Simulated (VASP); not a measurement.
# Be (P6_3/mmc) in VASP: settings compared

The runs below take Be through single point, with LDA, RPBE, PBE+D4.

Everything below comes from runs of VASP 6.6.1. Logs are shortened: lines on timing, memory, paths and dates and some standing lists are left out, and cuts for length are marked.

### 1 The cell of the first run

The structure is hexagonal, space group P6_3/mmc (No. 194). Conventional cell: a = 2.285 Å, b = 2.285 Å, c = 3.584 Å, α = 90.00°, β = 90.00°, γ = 120.00°. Be (site symmetry -6m2) has 12 Be at 2.23 to 2.29 Å within 2.9 Å.

### 2 Single point, LDA

File INCAR:

```
SYSTEM = Be
PREC = Accurate
ENCUT = 520
EDIFF = 1E-6
ISMEAR = 0
SIGMA = 0.05
LREAL = .FALSE.
LASPH = .TRUE.
NELM = 100
ALGO = Normal
ISIF = 2
LWAVE = .FALSE.
LCHARG = .TRUE.
GGA = CA
LELF = .TRUE.
LVHAR = .TRUE.
NBANDS = 9
```

File KPOINTS:

```
Automatic mesh
0
G
  13 13 8
  0 0 0
```

File POSCAR:

```
Be
1.0
    2.2853000000      0.0000000000      0.0000000000
   -1.1426500000      1.9791278553      0.0000000000
    0.0000000000      0.0000000000      3.5842000000
Be
2
Direct
    0.6666666667      0.3333333333      0.7500000000
    0.3333333333      0.6666666667      0.2500000000
```

Potentials or basis: VASP PAW LDA potentials, release 64 (Be).

Launch:

```sh
cat potpaw_LDA.64/Be/POTCAR > POTCAR
mpirun -np 1 vasp_std > vasp.out
```

OUTCAR:

```text
SYSTEM = Be
   PREC = Accurate
   ENCUT = 520
   EDIFF = 1E-6
   ISMEAR = 0
   LREAL = .FALSE.
   LASPH = .TRUE.
   NELM = 100
   ISIF = 2
   GGA = CA

 ion  position               nearest neighbor table
   1  0.667  0.333  0.750-   2 2.23   2 2.23   2 2.23   2 2.23   2 2.23   2 2.23
   2  0.333  0.667  0.250-   1 2.23   1 2.23   1 2.23   1 2.23   1 2.23   1 2.23

  LATTYP: Found a hexagonal cell.
 ALAT       =     2.2853000000
 C/A-ratio  =     1.5683717674

  Lattice vectors:

 A1 = (   2.2853000000,   0.0000000000,   0.0000000000)
 A2 = (  -1.1426500000,   1.9791278553,   0.0000000000)
 A3 = (   0.0000000000,   0.0000000000,   3.5842000000)

Analysis of symmetry for initial positions (statically):
=====================================================================
 Subroutine PRICEL returns:
 Original cell was already a primitive cell.

 Routine SETGRP: Setting up the symmetry group for a
 hexagonal supercell.

 Subroutine GETGRP returns: Found 24 space group operations
 (whereof 12 operations were pure point group operations)
 out of a pool of 24 trial point group operations.

The static configuration has the point symmetry D_3d.
 The point group associated with its full space group is D_6h.

Analysis of symmetry for dynamics (positions and initial velocities):
=====================================================================
 Subroutine PRICEL returns:
 Original cell was already a primitive cell.

 Routine SETGRP: Setting up the symmetry group for a
 hexagonal supercell.

 Subroutine GETGRP returns: Found 24 space group operations
 (whereof 12 operations were pure point group operations)
 out of a pool of 24 trial point group operations.

The dynamic configuration has the point symmetry D_3d.
 The point group associated with its full space group is D_6h.

 Subroutine INISYM returns: Found 24 space group operations
 (whereof 12 operations are pure point group operations),
 and found     1 'primitive' translations

----------------------------------------------------------------------------------------

                                     Primitive cell

  volume of cell :      16.2110

  direct lattice vectors                    reciprocal lattice vectors
     2.285300000  0.000000000  0.000000000     0.437579311  0.252636533  0.000000000
    -1.142650000  1.979127855  0.000000000     0.000000000  0.505273066  0.000000000
     0.000000000  0.000000000  3.584200000     0.000000000  0.000000000  0.279002288

  length of vectors
     2.285300000  2.285300000  3.584200000     0.505273066  0.505273066  0.279002288

  position of ions in fractional coordinates (direct lattice)
     0.666666667  0.333333333  0.750000000
     0.333333333  0.666666667  0.250000000

  ion indices of the primitive-cell ions
   primitive index   ion index
                 1           1
                 2           2

----------------------------------------------------------------------------------------

 KPOINTS: Automatic mesh

Automatic generation of k-mesh.
 Grid dimensions read from file:
 generate k-points for:   13   13    8

 Generating k-lattice:

  Cartesian coordinates                     Fractional coordinates (reciprocal lattice)
     0.033659947  0.019433579  0.000000000     0.076923077  0.000000000  0.000000000
     0.000000000  0.038867159  0.000000000     0.000000000  0.076923077  0.000000000
     0.000000000  0.000000000  0.034875286     0.000000000  0.000000000  0.125000000

  Length of vectors
     0.038867159  0.038867159  0.034875286

  Shift w.r.t. Gamma in fractional coordinates (k-lattice)
     0.000000000  0.000000000  0.000000000

 Subroutine IBZKPT returns following result:
 ===========================================

 Found    105 irreducible k-points:

 Following reciprocal coordinates:
            Coordinates               Weight
  0.000000  0.000000  0.000000      1.000000
  0.076923  0.000000  0.000000      6.000000
  0.153846  0.000000  0.000000      6.000000
  0.230769  0.000000  0.000000      6.000000
  0.307692  0.000000  0.000000      6.000000
  0.384615  0.000000  0.000000      6.000000
[... 16 lines left out ...]
  0.076923  0.000000  0.125000     12.000000
  0.153846  0.000000  0.125000     12.000000
 [... further k-points ...]
   k-points           NKPTS =    105   k-points in BZ     NKDIM =    105   number of bands    NBANDS=      9
   number of dos      NEDOS =    301   number of ions     NIONS =      2
   total plane-waves  NPLWV =   9072
   dimension x,y,z NGX =    18 NGY =   18 NGZ =   28
   dimension x,y,z NGXF=    36 NGYF=   36 NGZF=   56
   ions per type =               2
   NGX,Y,Z   is equivalent  to a cutoff of  13.09, 13.09, 12.99 a.u.
   NGXF,Y,Z  is equivalent  to a cutoff of  26.19, 26.19, 25.97 a.u.
 SYSTEM =  Be
   PREC   = accura    normal or accurate (medium, high low for compatibility)
   ISTART =      0    job   : 0-new  1-cont  2-samecut
   ICHARG =      2    charge: 1-file 2-atom 10-const
   ISPIN  =      1    spin polarized calculation?
   LNONCOLLINEAR =      F non collinear calculations
   LSORBIT =      F    spin-orbit coupling
   LASPH  =      T    aspherical Exc in radial PAW
   ENCUT  =  520.0 eV  38.22 Ry    6.18 a.u.   4.25  4.25  6.66*2*pi/ulx,y,z
   NELM   =    100;   NELMIN=  2; NELMDL= -5     # of ELM steps
   EDIFF  = 0.1E-05   stopping-criterion for ELM
   LREAL  =      F    real-space projection
   EDIFFG = 0.1E-04   stopping-criterion for IOM
   NSW    =      0    number of steps for IOM
   IBRION =     -1    ionic relax: 0-MD 1-quasi-New 2-CG
   NFREE  =      0    steps in history (QN), initial steepest desc. (CG)
   ISIF   =      2    stress and relaxation
   ISYM   =      2    0-nonsym 1-usesym 2-fastsym
   POTIM  = 0.5000    time-step for ionic-motion
   TEBEG  =    0.0;   TEEND  =   0.0 temperature during run
   PSTRESS=    0.0 pullay stress
   NELECT =       4.0000    total number of electrons
   NUPDOWN=      -1.0000    fix difference up-down
   EMIN   =  10.00;   EMAX   =-10.00  energy-range for DOS
   EFERMI =   0.00;   METHOD = LEGACY
   ISMEAR =     0;   SIGMA  =   0.05  broadening in eV -4-tet -1-fermi 0-gaus
   EFERMI_NEDOS =   21; number of points for ismear=-14 and -15
   IALGO  =     38    algorithm
   IMIX   =      4    mixing-type and parameters
     AMIX     =   0.40;   BMIX     =  1.00
     AMIX_MAG =   1.60;   BMIX_MAG =  1.00
  volume/ion in A,a.u.               =       8.11        54.70
  Fermi-wavevector in a.u.,A,eV,Ry     =   1.026814  1.940397 14.345258  1.054347
  Thomas-Fermi vector in A             =   2.160726
   LORBIT       =      0    0 simple, 1 ext, 2 COOP (PROOUT), +10 PAW based schemes
   GGA     = CA    functional components
   LHFCALC =     F    Hartree Fock is set to
   AEXX    =    0.0000 exact exchange contribution
   IVDW    =     0    specifies the selected vdW correction
   LEPSILON=     F    determine dielectric tensor
   LRPA    =     F    only Hartree local field effects (RPA)
 non-spin polarized calculation
 Gauss-broadening in eV      SIGMA  =   0.05
  energy-cutoff  :      520.00
  volume of cell :       16.21
 maximum number of plane-waves:       454
 NGX is ok and might be reduce to    18
   NGX =  9   NGY =  9   NGZ = 13

 number of electron       4.0000000 magnetization

 Free energy of the ion-electron system (eV)
  ---------------------------------------------------
  ext. energy  EPLUGINS =         0.00000000
  ---------------------------------------------------
  free energy    TOTEN  =        -8.38940893 eV

  energy without entropy =       -8.38933940  energy(sigma->0) =       -8.38937416

 E-fermi :   6.4172     XC(G=0): -10.5395

 val. band max:        6.3469253223   @ k =   0.2308   0.1538   0.0000
 cond. band min:       6.4874370110   @ k =   0.3077   0.1538   0.0000
 fundamental gap:      0.1405116888
 Fermi energy:         6.4171811642

 k-point     1 :       0.0000    0.0000    0.0000
  band No.  band energies     occupation
      1      -4.4948      2.00000
      2       2.2604      2.00000
      3       7.7819      0.00000
      4      21.9202      0.00000
      5      21.9202      0.00000
      6      24.7232      0.00000
      7      24.7232      0.00000
      8      26.7940      0.00000
      9      33.3396      0.00000

 k-point     2 :       0.0769    0.0000    0.0000
  band No.  band energies     occupation
      1      -4.3293      2.00000
      2       2.4782      2.00000
      3       7.8258      0.00000
      4      20.6760      0.00000
      5      21.0211      0.00000
      6      24.7247      0.00000
      7      25.1224      0.00000
      8      26.4695      0.00000
      9      31.0167      0.00000

 k-point     3 :       0.1538    0.0000    0.0000
  band No.  band energies     occupation
      1      -3.8326      2.00000
      2       3.1303      2.00000
      3       7.9315      0.00000
      4      17.9581      0.00000
      5      19.4647      0.00000
      6      24.4945      0.00000
      7      25.1753      0.00000
      8      25.2490      0.00000
      9      28.0909      0.00000

 k-point     4 :       0.2308    0.0000    0.0000
  band No.  band energies     occupation
      1      -3.0041      2.00000
      2       4.2114      2.00000
      3       7.9608      0.00000
      4      15.1024      0.00000
      5      18.0104      0.00000
      6      22.8008      0.00000
      7      23.1987      0.00000
      8      24.6017      0.00000
      9      26.2125      0.00000
[... 205 lines left out ...]
 k-point    22 :       0.0000    0.0000    0.1250
  band No.  band energies     occupation
      1      -4.3620      2.00000
      2       1.5399      2.00000
      3       8.8114      0.00000
      4      22.0392      0.00000
      5      22.0392      0.00000
      6      24.6719      0.00000
      7      24.6719      0.00000
      8      25.8769      0.00000
      9      33.9806      0.00000

 k-point    23 :       0.0769    0.0000    0.1250
  band No.  band energies     occupation
      1      -4.1964      2.00000
      2       1.7395      2.00000
      3       8.8717      0.00000
      4      20.8036      0.00000
      5      21.1553      0.00000
      6      24.5455      0.00000
      7      24.9692      0.00000
      8      25.7333      0.00000
      9      30.9936      0.00000

 k-point    24 :       0.1538    0.0000    0.1250
  band No.  band energies     occupation
      1      -3.6994      2.00000
      2       2.3318      2.00000
      3       9.0286      0.00000
      4      18.0833      0.00000
      5      19.6140      0.00000
      6      23.9747      0.00000
      7      24.7937      0.00000
      8      24.8322      0.00000
      9      28.3006      0.00000

 [... further k-points ...]
[... 5 lines left out ...]
  --------------------------------------------------------------------------------------
  -------------------------------------------------------------------------------------
  Total       -0.7679622     -0.7679622     -0.8470255      0.0000000     -0.0000000     -0.0000000
  in kB      -75.8998901    -75.8998901    -83.7139344      0.0000000     -0.0000000     -0.0000000
  external PRESSURE =     -78.5045715 kB  Pullay stress =       0.0000000 kB

 VOLUME and BASIS-vectors are now :
 -----------------------------------------------------------------------------
  energy-cutoff  :      520.00
  volume of cell :       16.21
      direct lattice vectors                 reciprocal lattice vectors
     2.285300000  0.000000000  0.000000000     0.437579311  0.252636533  0.000000000
    -1.142650000  1.979127855  0.000000000     0.000000000  0.505273066  0.000000000
     0.000000000  0.000000000  3.584200000     0.000000000  0.000000000  0.279002288

 POSITION                                       TOTAL-FORCE (eV/Angst)
 -----------------------------------------------------------------------------------
      1.14265      0.65971      2.68815        -0.000000     -0.000000      0.000000
     -0.00000      1.31942      0.89605         0.000000      0.000000      0.000000
 -----------------------------------------------------------------------------------
    total drift:                                0.000000     -0.000000      0.000000

  FREE ENERGIE OF THE ION-ELECTRON SYSTEM (eV)
  ---------------------------------------------------
  free  energy   TOTEN  =        -8.3894089261 eV

  energy  without entropy=       -8.3893393950  energy(sigma->0) =       -8.38937416
```

Wall time 7.7 s (1 thread of Intel Xeon Platinum 8259CL at 2.50GHz (Skylake/Cascade Lake), shared host); peak memory 0.12 GiB.

Results:

- Free energy: -8.3894 eV
- Pressure: -7.9 GPa
- Band gap on the k mesh: zero (band 2 reaches 7.64 eV, above the bottom of band 3 at 6.05 eV)

Stress tensor (GPa, compression positive):
```
-7.59  0.00  0.00
 0.00 -7.59  0.00
 0.00  0.00 -8.37
```

### 3 Single point, RPBE

File INCAR:

```
PREC = Accurate ; ENCUT = 520
EDIFF = 1E-6 ; ISMEAR = 0
SIGMA = 0.02 ; LREAL = False
LASPH = True ; NELM = 100
ALGO = Fast ; ISIF = 2
LWAVE = False ; LCHARG = False
GGA = RP ; NBANDS = 9
```

File KPOINTS:

```
Automatic mesh
0
Gamma
  13 13 8
```

POSCAR is that of step 2.

Potentials or basis: VASP PAW PBE potentials, release 64 (Be).

Launch:

```sh
cat potpaw_PBE.64/Be/POTCAR > POTCAR
mpirun -np 1 vasp_std > vasp.out
```

Run time: 9.7 s. Hardware: 1 thread of Intel Xeon Platinum 8259CL at 2.50GHz (Skylake/Cascade Lake), shared host; peak memory 0.13 GiB.

Results (log left out):

| Property | Result |
| --- | --- |
| Free energy | -7.0265 eV |
| Pressure | 0.2 GPa |
| Band gap on the k mesh | zero (band 2 reaches 8.02 eV, above the bottom of band 3 at 6.39 eV) |

Stress tensor (GPa, compression positive):
```
 0.37  0.00  0.00
 0.00  0.37  0.00
 0.00  0.00 -0.02
```

Levels at points of the mesh, in eV from the Fermi level:
```csv
k point,band 1,band 2,band 3,band 4,band 5,band 6,band 7
"(0.00, 0.00, 0.00)",-11.13,-4.17,1.19,15.90,15.90,18.72,18.72
"(0.00, 0.00, 0.50)",-8.96,-8.96,10.79,10.79,17.55,17.55,17.55
```

Caveat: the PAW data sets were made with another functional, which shifts forces and pressure a little.

### 4 Single point, PBE+D4, collinear spin

File INCAR:

```
SYSTEM = Be
PREC = Accurate
ENCUT = 520
EDIFF = 1E-6
ISMEAR = -1
SIGMA = 0.1
LREAL = .False.
LASPH = .True.
NELM = 150
ALGO = Normal
ISIF = 2
LWAVE = .False.
LCHARG = .True.
ISPIN = 2
MAGMOM = 1 0
LORBIT = 11
NUPDOWN = 1.0
GGA = PE
IVDW = 13
LELF = .True.
LVHAR = .True.
NBANDS = 13
```

File KPOINTS:

```
regular mesh
0
Gamma
  13 13 8
  0 0 0
```

POSCAR is that of step 3.

Launch:

```sh
cat potpaw_PBE.64/Be/POTCAR > POTCAR
mpirun -np 1 vasp_std > vasp.out
```

Run time: 33 s. Hardware: 1 thread of Intel Xeon Platinum 8259CL at 2.50GHz (Skylake/Cascade Lake), shared host; peak memory 0.15 GiB.

It converged, with:

```yaml
Free_energy: -6.3661 eV
Pressure: 8.1 GPa
Net_moment: 1.00 μB per cell
Site_moments: Be +0.29 μB
Valence_electrons_inside_the_program's_atomic_spheres: Be 1.14
Dispersion_energy_per_atom: -0.111 eV
```

Stress tensor (GPa, compression positive):
```
 6.13  0.00  0.00
 0.00  6.13  0.00
 0.00  0.00 12.05
```

Caveat: the total moment is fixed, so each spin has its own Fermi level.

### 5 Summary

| level | potentials or basis | spin | fixed moment (μB) | smearing | gap on the mesh (eV) | pressure (GPa) |
| --- | --- | --- | --- | --- | --- | --- |
| LDA | VASP PAW LDA potentials, release 64 (Be) | off | - | gaussian 0.05 eV | none | -7.9 |
| RPBE | VASP PAW PBE potentials, release 64 (Be) | off | - | gaussian 0.02 eV | none | 0.2 |
| PBE+D4 | VASP PAW PBE potentials, release 64 (Be) | collinear | 1.0 | fermi-dirac 0.1 eV | - | 8.1 |

Alike in all rows: task single point; cell as given; k mesh 13 × 13 × 8; cutoff (eV) 520.

Caveats: the PAW data sets were made with another functional, which shifts forces and pressure a little (some runs); the total moment is fixed, so each spin has its own Fermi level (some runs).

Total energies depend on the potentials used, so only differences within one code and one set of settings carry meaning.
